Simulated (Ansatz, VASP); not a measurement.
# LiF in VASP and in Ansatz

INCAR

```
SYSTEM = LiF
PREC     = Accurate       ! precision mode
ENCUT    = 520            ! plane-wave cutoff, eV
EDIFF    = 1E-6           ! SCF threshold, eV
ISMEAR   = 0              ! smearing method
SIGMA    = 0.05           ! smearing width, eV
LREAL    = .FALSE.        ! projectors in reciprocal space
LASPH    = .TRUE.         ! aspherical terms in the spheres
NELM     = 60             ! most SCF steps
ALGO     = Normal         ! electronic algorithm
ISIF     = 2              ! what is computed and relaxed
LWAVE    = .FALSE.        ! write WAVECAR
LCHARG   = .TRUE.         ! write CHGCAR
LELF     = .TRUE.         ! ELF
LVHAR    = .TRUE.       
NBANDS   = 18             ! bands
```

The input KPOINTS:

```
regular mesh
0
G
  9 9 6
  0 0 0
```

Contents of POSCAR:

```
LiF
1.0
    3.1068539148      0.0000000000      0.0000000000
   -1.5534269574      2.6906144160      0.0000000000
    0.0000000000      0.0000000000      4.8073245700
Li F
2 2
Direct
    0.3333333333      0.6666666667      0.3811542600
    0.6666666667      0.3333333333      0.8811542600
    0.3333333333      0.6666666667      0.9938437400
    0.6666666667      0.3333333333      0.4938437400
```

Input for Ansatz:

```yaml
crystal:
  lattice:
    - [3.1068539148, 0.0, 0.0]
    - [-1.5534269574, 2.690614416, 0.0]
    - [0.0, 0.0, 4.80732457]
  atoms:
    - { symbol: Li, position: [0.3333333333, 0.6666666667, 0.38115426] }
    - { symbol: Li, position: [0.6666666667, 0.3333333333, 0.88115426] }
    - { symbol: F, position: [0.3333333333, 0.6666666667, 0.99384374] }
    - { symbol: F, position: [0.6666666667, 0.3333333333, 0.49384374] }
basis:
  ecutwfc: 420
kpoints:
  mp_grid: { grid: [9, 9, 6] }
hamiltonian:
  xc: lda
scf:
  occupations: { method: gaussian, width: 0.05 }
output:
  forces: true
  stress: true
  eigenvalues: true
```

Change from the starting cell: strain +0.015 along x and y, +0.000 along z, atoms carried along.

Alike in both runs: task single point; functional LDA; k mesh 9 × 9 × 6; occupations gaussian, width 0.05 eV; no spin polarisation.

|  | VASP | Ansatz |
| --- | --- | --- |
| version | VASP 6.6.1 | Ansatz 0.2.0 |
| potentials or method | VASP PAW LDA potentials, release 64 (Li_sv, F), cutoff 520 eV | scalar-relativistic, plane waves, PAW |
| valence electrons in the cell | 20 | 20 |

|  | VASP | Ansatz | Ansatz less VASP |
| --- | --- | --- | --- |
| gap on the k mesh at the Fermi level (eV) | 7.42 | 7.43 | +0.015 |
| least direct gap on the mesh (eV) | 7.42 | 7.43 | +0.015 |
| rms of the force components (eV/Å) | 0.021 | 0.020 | -0.0015 |

LDA's correlation is that of Perdew and Zunger in VASP and of Perdew and Wang (1992) in Ansatz. Atom by atom the forces differ by 0.001 eV/Å (rms over components).

Noted on VASP's run: the cutoff is short for stress, so the pressure is rough.
